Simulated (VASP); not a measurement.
Write the native input for VASP 6.6.1 that does the following.

```
Task                   : single point
Functional             : PBE
Potentials or basis    : VASP PAW PBE potentials, release 64 (Hf_pv, O)
Cutoff                 : 520 eV
k mesh                 : 6 × 6 × 8
Occupations            : fermi-dirac, width 0.02 eV
Spin                   : no spin polarisation
Dipole correction      : no
Further INCAR settings : ALGO = Normal; EDIFF = 1e-06; NBANDS = 31
```

The structure of HfO2 lies in POSCAR:

```
HfO2
1.0
    4.6578298615      0.0000000000      0.0000000000
    0.0000000000      4.6578298615      0.0000000000
    0.0000000000      0.0000000000      3.3067981604
Hf O
2 4
Direct
    0.0000000000      0.0000000000      0.0000000000
    0.5000000000      0.5000000000      0.5000000000
    0.1926575072      0.8073424928      0.5000000000
    0.3073424928      0.3073424928      0.0000000000
    0.6926575072      0.6926575072      0.0000000000
    0.8073424928      0.1926575072      0.5000000000
```

This cell differs from its parent crystal: epitaxial xy strain -3.7%.

One way to write it, as run:

INCAR

```
PREC = Accurate
ENCUT = 520
EDIFF = 1E-6
ISMEAR = -1
SIGMA = 0.02
LREAL = False
LASPH = True
NELM = 100
ALGO = Normal
ISIF = 2
LWAVE = False
LCHARG = False
GGA = PE
NBANDS = 31
```

KPOINTS

```
Automatic mesh
0
Gamma
  6 6 8
```

Potentials or basis: VASP PAW PBE potentials, release 64 (Hf_pv, O).

Run with:

```bash
$ cat potpaw_PBE.64/Hf_pv/POTCAR potpaw_PBE.64/O/POTCAR > POTCAR
$ mpirun -np 1 vasp_std > vasp.out
```

Results of the run:

| Quantity | Value |
| --- | --- |
| Pressure | 12.3 GPa |
| Largest force | 0.025 eV/Å |
| Band gap on the k mesh | 4.04 eV, direct |

Caveat: the cell differs from its parent crystal (epitaxial xy strain -3.7%); spin-orbit coupling is left out, which moves the levels of the heavy elements.

Wall time 50 s on 1 thread of Intel(R) Xeon(R) 6975P-C (Granite Rapids) (shared host), peak memory 0.23 GiB.
